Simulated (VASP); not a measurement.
# Cu (Fm-3m) in VASP: a series of runs

Runs on Cu. Level: RPBE. Tasks: single point, relaxation of cell and atoms.

All numbers are computed with VASP 6.6.1; they aren't measurements. Logs are shortened: lines on timing, memory, paths and dates and some standing lists are left out, and cuts for length are marked.

## (1) The cell of the first run

Symmetry: Fm-3m, No. 225, cubic system. Conventional cell: a = 3.650 Å, b = 3.650 Å, c = 3.650 Å, α = 90.00°, β = 90.00°, γ = 90.00°. Cu (site symmetry m-3m) has 12 Cu at 2.58 Å within 3.4 Å.

## (2) Single point, RPBE

Input file INCAR:

```
PREC = Accurate
ENCUT = 600
EDIFF = 1E-6
ISMEAR = 0
SIGMA = 0.1
LREAL = False
LASPH = True
NELM = 120
ALGO = Normal
ISIF = 2
LWAVE = False
LCHARG = True
GGA = RP
LELF = True
LVHAR = True
NBANDS = 12
GGA_COMPAT = False
```

Input file KPOINTS:

```
Automatic mesh
0
Gamma
  8 8 8
```

Input file POSCAR:

```
Cu
1.0
    0.0000000000      1.8250000000      1.8250000000
    1.8250000000      0.0000000000      1.8250000000
    1.8250000000      1.8250000000      0.0000000000
Cu
1
Direct
    0.0000000000      0.0000000000      0.0000000000
```

Potentials or basis: VASP PAW PBE potentials, release 64 (Cu).

The run is started by

```
$ cat potpaw_PBE.64/Cu/POTCAR > POTCAR
$ mpirun -np 1 vasp_std > vasp.out
```

OUTCAR:

```text
PREC = Accurate
   ENCUT = 600
   EDIFF = 1E-6
   ISMEAR = 0
   LREAL = False
   LASPH = True
   NELM = 120
   ISIF = 2
   GGA = RP

 ion  position               nearest neighbor table
   1  0.000  0.000  0.000-

  LATTYP: Found a face centered cubic cell.
 ALAT       =     3.6500000000

  Lattice vectors:

 A1 = (   0.0000000000,   1.8250000000,   1.8250000000)
 A2 = (   1.8250000000,   0.0000000000,   1.8250000000)
 A3 = (   1.8250000000,   1.8250000000,   0.0000000000)

Analysis of symmetry for initial positions (statically):
=====================================================================
 Subroutine PRICEL returns:
 Original cell was already a primitive cell.

 Routine SETGRP: Setting up the symmetry group for a
 face centered cubic supercell.

 Subroutine GETGRP returns: Found 48 space group operations
 (whereof 48 operations were pure point group operations)
 out of a pool of 48 trial point group operations.

The static configuration has the point symmetry O_h .

Analysis of symmetry for dynamics (positions and initial velocities):
=====================================================================
 Subroutine PRICEL returns:
 Original cell was already a primitive cell.

 Routine SETGRP: Setting up the symmetry group for a
 face centered cubic supercell.

 Subroutine GETGRP returns: Found 48 space group operations
 (whereof 48 operations were pure point group operations)
 out of a pool of 48 trial point group operations.

The dynamic configuration has the point symmetry O_h .

 Subroutine INISYM returns: Found 48 space group operations
 (whereof 48 operations are pure point group operations),
 and found     1 'primitive' translations

----------------------------------------------------------------------------------------

                                     Primitive cell

  volume of cell :      12.1568

  direct lattice vectors                    reciprocal lattice vectors
     0.000000000  1.825000000  1.825000000    -0.273972603  0.273972603  0.273972603
     1.825000000  0.000000000  1.825000000     0.273972603 -0.273972603  0.273972603
     1.825000000  1.825000000  0.000000000     0.273972603  0.273972603 -0.273972603

  length of vectors
     2.580939751  2.580939751  2.580939751     0.474534468  0.474534468  0.474534468

  position of ions in fractional coordinates (direct lattice)
     0.000000000  0.000000000  0.000000000

  ion indices of the primitive-cell ions
   primitive index   ion index
                 1           1

----------------------------------------------------------------------------------------

 KPOINTS: Automatic mesh

Automatic generation of k-mesh.
 Grid dimensions read from file:
 generate k-points for:    8    8    8

 Generating k-lattice:

  Cartesian coordinates                     Fractional coordinates (reciprocal lattice)
    -0.034246575  0.034246575  0.034246575     0.125000000  0.000000000  0.000000000
     0.034246575 -0.034246575  0.034246575     0.000000000  0.125000000  0.000000000
     0.034246575  0.034246575 -0.034246575     0.000000000  0.000000000  0.125000000

  Length of vectors
     0.059316808  0.059316808  0.059316808

  Shift w.r.t. Gamma in fractional coordinates (k-lattice)
     0.000000000  0.000000000  0.000000000

 Subroutine IBZKPT returns following result:
 ===========================================

 Found     29 irreducible k-points:

 Following reciprocal coordinates:
            Coordinates               Weight
  0.000000  0.000000  0.000000      1.000000
  0.125000  0.000000  0.000000      8.000000
  0.250000  0.000000  0.000000      8.000000
  0.375000  0.000000  0.000000      8.000000
  0.500000  0.000000  0.000000      4.000000
  0.125000  0.125000  0.000000      6.000000
[... 16 lines left out ...]
  0.500000  0.250000  0.125000     48.000000
 -0.375000  0.250000  0.125000     24.000000
 [... further k-points ...]
   k-points           NKPTS =     29   k-points in BZ     NKDIM =     29   number of bands    NBANDS=     12
   number of dos      NEDOS =    301   number of ions     NIONS =      1
   total plane-waves  NPLWV =  13824
   dimension x,y,z NGX =    24 NGY =   24 NGZ =   24
   dimension x,y,z NGXF=    48 NGYF=   48 NGZF=   48
   ions per type =               1
   NGX,Y,Z   is equivalent  to a cutoff of  15.46, 15.46, 15.46 a.u.
   NGXF,Y,Z  is equivalent  to a cutoff of  30.92, 30.92, 30.92 a.u.
 SYSTEM =  unknown system
   PREC   = accura    normal or accurate (medium, high low for compatibility)
   ISTART =      0    job   : 0-new  1-cont  2-samecut
   ICHARG =      2    charge: 1-file 2-atom 10-const
   ISPIN  =      1    spin polarized calculation?
   LNONCOLLINEAR =      F non collinear calculations
   LSORBIT =      F    spin-orbit coupling
   LASPH  =      T    aspherical Exc in radial PAW
   ENCUT  =  600.0 eV  44.10 Ry    6.64 a.u.   5.15  5.15  5.15*2*pi/ulx,y,z
   NELM   =    120;   NELMIN=  2; NELMDL= -5     # of ELM steps
   EDIFF  = 0.1E-05   stopping-criterion for ELM
   LREAL  =      F    real-space projection
   EDIFFG = 0.1E-04   stopping-criterion for IOM
   NSW    =      0    number of steps for IOM
   IBRION =     -1    ionic relax: 0-MD 1-quasi-New 2-CG
   NFREE  =      0    steps in history (QN), initial steepest desc. (CG)
   ISIF   =      2    stress and relaxation
   ISYM   =      2    0-nonsym 1-usesym 2-fastsym
   POTIM  = 0.5000    time-step for ionic-motion
   TEBEG  =    0.0;   TEEND  =   0.0 temperature during run
   PSTRESS=    0.0 pullay stress
   NELECT =      11.0000    total number of electrons
   NUPDOWN=      -1.0000    fix difference up-down
   EMIN   =  10.00;   EMAX   =-10.00  energy-range for DOS
   EFERMI =   0.00;   METHOD = LEGACY
   ISMEAR =     0;   SIGMA  =   0.10  broadening in eV -4-tet -1-fermi 0-gaus
   EFERMI_NEDOS =   21; number of points for ismear=-14 and -15
   IALGO  =     38    algorithm
   IMIX   =      4    mixing-type and parameters
     AMIX     =   0.40;   BMIX     =  1.00
     AMIX_MAG =   1.60;   BMIX_MAG =  1.00
  volume/ion in A,a.u.               =      12.16        82.04
  Fermi-wavevector in a.u.,A,eV,Ry     =   1.583432  2.992253 34.113318  2.507258
  Thomas-Fermi vector in A             =   2.683204
   LORBIT       =      0    0 simple, 1 ext, 2 COOP (PROOUT), +10 PAW based schemes
   GGA     = RP    functional components
   LHFCALC =     F    Hartree Fock is set to
   AEXX    =    0.0000 exact exchange contribution
   IVDW    =     0    specifies the selected vdW correction
   LEPSILON=     F    determine dielectric tensor
   LRPA    =     F    only Hartree local field effects (RPA)
 non-spin polarized calculation
 Gauss-broadening in eV      SIGMA  =   0.10
  energy-cutoff  :      600.00
  volume of cell :       12.16
 maximum number of plane-waves:       416
 NGX is ok and might be reduce to    24
   NGX = 11   NGY = 11   NGZ = 11

 number of electron      11.0000000 magnetization

 Free energy of the ion-electron system (eV)
  ---------------------------------------------------
  ext. energy  EPLUGINS =         0.00000000
  ---------------------------------------------------
  free energy    TOTEN  =        -3.22405189 eV

  energy without entropy =       -3.22098317  energy(sigma->0) =       -3.22251753

 E-fermi :   7.3129     XC(G=0): -12.4208

 val. band max:        7.2384334403   @ k =   0.5000   0.2500   0.1250
 cond. band min:       7.5299996656   @ k =   0.5000   0.1250   0.0000
 fundamental gap:      0.2915662253
 Fermi energy:         7.3128626894

 k-point     1 :       0.0000    0.0000    0.0000
  band No.  band energies     occupation
      1      -1.7344      2.00000
      2       4.4649      2.00000
      3       4.4649      2.00000
      4       4.4649      2.00000
      5       5.2481      2.00000
      6       5.2481      2.00000
      7      29.6931      0.00000
      8      32.2124      0.00000
      9      32.2124      0.00000
     10      32.2124      0.00000
     11      34.6519      0.00000
     12      34.6519      0.00000

 k-point     2 :       0.1250    0.0000    0.0000
  band No.  band energies     occupation
      1      -1.1827      2.00000
      2       4.3603      2.00000
      3       4.5541      2.00000
      4       4.5541      2.00000
      5       5.2207      2.00000
      6       5.2207      2.00000
      7      25.8848      0.00000
      8      30.2748      0.00000
      9      31.0151      0.00000
     10      31.0151      0.00000
     11      36.5453      0.00000
     12      36.5543      0.00000

 k-point     3 :       0.2500    0.0000    0.0000
  band No.  band energies     occupation
      1       0.3483      2.00000
      2       4.2239      2.00000
      3       4.6134      2.00000
      4       4.6134      2.00000
      5       5.3280      2.00000
      6       5.3280      2.00000
      7      19.6082      0.00000
      8      29.5419      0.00000
      9      29.8124      0.00000
     10      29.8124      0.00000
     11      35.4176      0.00000
     12      35.4176      0.00000

 k-point     4 :       0.3750    0.0000    0.0000
  band No.  band energies     occupation
      1       2.0424      2.00000
      2       4.4985      2.00000
      3       4.4985      2.00000
      4       4.8738      2.00000
      5       5.6364      2.00000
      6       5.6364      2.00000
      7      14.1373      0.00000
      8      28.6018      0.00000
      9      29.2192      0.00000
     10      29.2192      0.00000
     11      32.9731      0.00000
     12      32.9731      0.00000

 k-point     5 :       0.5000    0.0000    0.0000
  band No.  band energies     occupation
      1       2.4888      2.00000
      2       4.4324      2.00000
      3       4.4324      2.00000
      4       5.7913      2.00000
      5       5.7913      2.00000
      6       6.4625      2.00000
      7      11.0336      0.00000
      8      28.1938      0.00000
      9      29.0852      0.00000
     10      29.0852      0.00000
     11      32.0417      0.00000
     12      32.0417      0.00000
[... 228 lines left out ...]
      1       2.6848      2.00000
      2       3.1306      2.00000
      3       5.7726      2.00000
      4       5.9283      2.00000
      5       5.9283      2.00000
      6       8.9158      0.00000
      7      14.3226      0.00000
      8      20.2845      0.00000
      9      20.2845      0.00000
     10      24.6385      0.00000
     11      27.2006      0.00000
     12      48.9217      0.00000

 k-point    22 :       0.3750    0.2500    0.1250
  band No.  band energies     occupation
      1       1.5591      2.00000
      2       3.8555      2.00000
      3       4.4568      2.00000
      4       5.1042      2.00000
      5       5.1428      2.00000
      6       5.9093      2.00000
      7      20.4707      0.00000
      8      21.1283      0.00000
      9      26.3160      0.00000
     10      30.8012      0.00000
     11      32.6350      0.00000
     12      37.2574      0.00000

 k-point    23 :       0.5000    0.2500    0.1250
  band No.  band energies     occupation
      1       2.9228      2.00000
      2       3.9065      2.00000
      3       4.2032      2.00000
      4       4.9871      2.00000
      5       5.5720      2.00000
      6       7.2384      1.70747
      7      15.2369      0.00000
      8      20.6142      0.00000
      9      23.4734      0.00000
     10      30.8750      0.00000
     11      34.3541      0.00000
     12      38.0028      0.00000

 k-point    24 :      -0.3750    0.2500    0.1250
  band No.  band energies     occupation
      1       3.2293      2.00000
      2       3.8982      2.00000
      3       4.4034      2.00000
      4       4.8895      2.00000
      5       5.7388      2.00000
      6       9.4702      0.00000
      7      11.5390      0.00000
      8      21.3271      0.00000
      9      21.6974      0.00000
     10      30.5955      0.00000
     11      34.2151      0.00000
     12      41.6033      0.00000

 [... further k-points ...]

------------------------ aborting loop because EDIFF is reached ----------------------------------------

  FORCE on cell =-STRESS in cart. coord.  units (eV):
  Direction    XX          YY          ZZ          XY          YZ          ZX
  --------------------------------------------------------------------------------------
  -------------------------------------------------------------------------------------
  Total        0.2931162      0.2931162      0.2931162      0.0000000      0.0000000      0.0000000
  in kB       38.6306264     38.6306264     38.6306264      0.0000000      0.0000000      0.0000000
  external PRESSURE =      38.6306264 kB  Pullay stress =       0.0000000 kB

 VOLUME and BASIS-vectors are now :
 -----------------------------------------------------------------------------
  energy-cutoff  :      600.00
  volume of cell :       12.16
      direct lattice vectors                 reciprocal lattice vectors
     0.000000000  1.825000000  1.825000000    -0.273972603  0.273972603  0.273972603
     1.825000000  0.000000000  1.825000000     0.273972603 -0.273972603  0.273972603
     1.825000000  1.825000000  0.000000000     0.273972603  0.273972603 -0.273972603

 POSITION                                       TOTAL-FORCE (eV/Angst)
 -----------------------------------------------------------------------------------
      0.00000      0.00000      0.00000         0.000000      0.000000      0.000000
 -----------------------------------------------------------------------------------
    total drift:                               -0.000000     -0.000000     -0.000000

  FREE ENERGIE OF THE ION-ELECTRON SYSTEM (eV)
  ---------------------------------------------------
  free  energy   TOTEN  =        -3.2240518882 eV

  energy  without entropy=       -3.2209831671  energy(sigma->0) =       -3.22251753
```

Wall time 5.2 s (1 thread of AMD EPYC 9R45 (Zen 5), shared host); peak memory 0.1 GiB.

Results:

```
Free energy : -3.2241 eV
Pressure    : 3.9 GPa
```

Caveat: the k points lie up to 0.37 Å⁻¹ apart; the PAW data sets were made with another functional, which shifts forces and pressure a little.

## (3) Single point, RPBE

This run uses another cell than the first one, of 12.38 Å³/atom, 1.019 times its volume.

Input file INCAR:

```
SYSTEM = Cu
PREC = Accurate ; ENCUT = 600
EDIFF = 1E-6 ; ISMEAR = 0
SIGMA = 0.1 ; LREAL = .False.
LASPH = .True. ; NELM = 120
ALGO = Normal ; ISIF = 2
LWAVE = .False. ; LCHARG = .False.
GGA = RP ; NBANDS = 12
GGA_COMPAT = .False.
```

Input file KPOINTS:

```
Automatic mesh
0
Gamma
  16 16 16
  0 0 0
```

Input file POSCAR:

```
Cu
1.0
    0.0000000000      1.8362773648      1.8362773648
    1.8362773648      0.0000000000      1.8362773648
    1.8362773648      1.8362773648      0.0000000000
Cu
1
Direct
    0.0000000000      0.0000000000      0.0000000000
```

Potentials or basis: VASP PAW PBE potentials, release 64 (Cu).

The run is started by

```
$ cat potpaw_PBE.64/Cu/POTCAR > POTCAR
$ mpirun -np 1 vasp_std > vasp.out
```

Run time: 14 s. Hardware: 1 thread of AMD EPYC 9R45 (Zen 5), shared host; peak memory 0.12 GiB.

Results (log left out):

```
Free energy : -3.2565 eV
Pressure    : 0.7 GPa
```

Levels at points of the mesh, in eV from the Fermi level:
| k point | band 2 | band 3 | band 4 | band 5 | band 6 | band 7 | band 8 | band 9 | band 10 | band 11 |
| --- | --- | --- | --- | --- | --- | --- | --- | --- | --- | --- |
| (0.00, 0.00, 0.00) | -2.84 | -2.84 | -2.84 | -2.08 | -2.08 | 22.20 | 24.58 | 24.58 | 24.58 | 27.00 |
| (0.50, 0.00, 0.00) | -2.87 | -2.87 | -1.55 | -1.55 | -0.83 | 3.59 | 20.71 | 21.46 | 21.46 | 24.43 |
| (0.50, 0.50, 0.00) | -4.13 | -1.57 | -1.41 | -1.41 | 1.58 | 6.85 | 12.80 | 12.80 | 17.10 | 19.56 |

Caveat: the PAW data sets were made with another functional, which shifts forces and pressure a little.

(Part 1 of 2 ends here.)
